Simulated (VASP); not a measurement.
Write the native input for VASP 6.6.1 that does the following.

| Item | Value |
| --- | --- |
| Task | relaxation of cell and atoms |
| Functional | PBEsol |
| Potentials or basis | VASP PAW PBE potentials, release 64 (B_h, N_h) |
| Cutoff | 910 eV |
| k mesh | 12 × 12 × 4 |
| Occupations | gaussian, width 0.02 eV |
| Spin | no spin polarisation |
| Dipole correction | no |
| Second run | hard_potentials |
| Further INCAR settings | ALGO = Normal; EDIFF = 1e-07; IBRION = 2; EDIFFG = -0.005; NSW = 100; ISIF = 3 |

The structure of BN lies in POSCAR:

```
BN
1.0
    2.5043313854      0.0000000000      0.0000000000
   -1.2521656927      2.1688145992      0.0000000000
    0.0000000000      0.0000000000      7.0727237489
B N
2 2
Direct
    0.3333333333      0.6666666667      0.2500000000
    0.6666666667      0.3333333333      0.7500000000
    0.3333333333      0.6666666667      0.7500000000
    0.6666666667      0.3333333333      0.2500000000
```

The input as run:

INCAR

```
SYSTEM = BN
  ALGO = Normal
  EDIFF = 1E-7
  EDIFFG = -0.005
  ENCUT = 910
  GGA = PS
  GGA_COMPAT = .FALSE.
  IBRION = 2
  ISIF = 3
  ISMEAR = 0
  LASPH = .TRUE.
  LCHARG = .FALSE.
  LREAL = .FALSE.
  LWAVE = .FALSE.
  NELM = 120
  NELMIN = 4
  NSW = 100
  PREC = Accurate
  SIGMA = 0.02
```

KPOINTS

```
k-points
0
G
  12 12 4
  0 0 0
```

Potentials or basis: VASP PAW PBE potentials, release 64 (B_h, N_h).

Run with:

```console
$ cat potpaw_PBE.64/B_h/POTCAR potpaw_PBE.64/N_h/POTCAR > POTCAR
$ mpirun -np 1 vasp_std > vasp.out
```

Results of the run:

* Relaxed volume: 9.38 Å³/atom
* Relaxed cell: a = 2.504 Å, b = 2.504 Å, c = 6.912 Å, α = 90.00°, β = 90.00°, γ = 120.00°
* Space group after relaxing (to 0.05 Å): P6_3/mmc (No. 194)
* Energy gained by relaxing: 0.3 meV/atom
* Ionic steps: 12
* Pressure after relaxing: 0.0 GPa
* Band gap on the k mesh: 4.24 eV, indirect (least direct gap 4.60 eV)

Caveat: the cutoff is under 1.25 times the usual one of these potentials, so pressure, stress and relaxed cells hold a basis-set (Pulay) error; the PAW data sets were made with another functional, which shifts forces and pressure a little; this functional lacks dispersion, which binds the layers, so the pressure and a relaxed spacing across them are unreliable.

Run time: 3.7 min on 1 thread of AMD EPYC 9R45 96-Core Processor (Zen 5), on a shared host, peak memory 0.21 GiB.
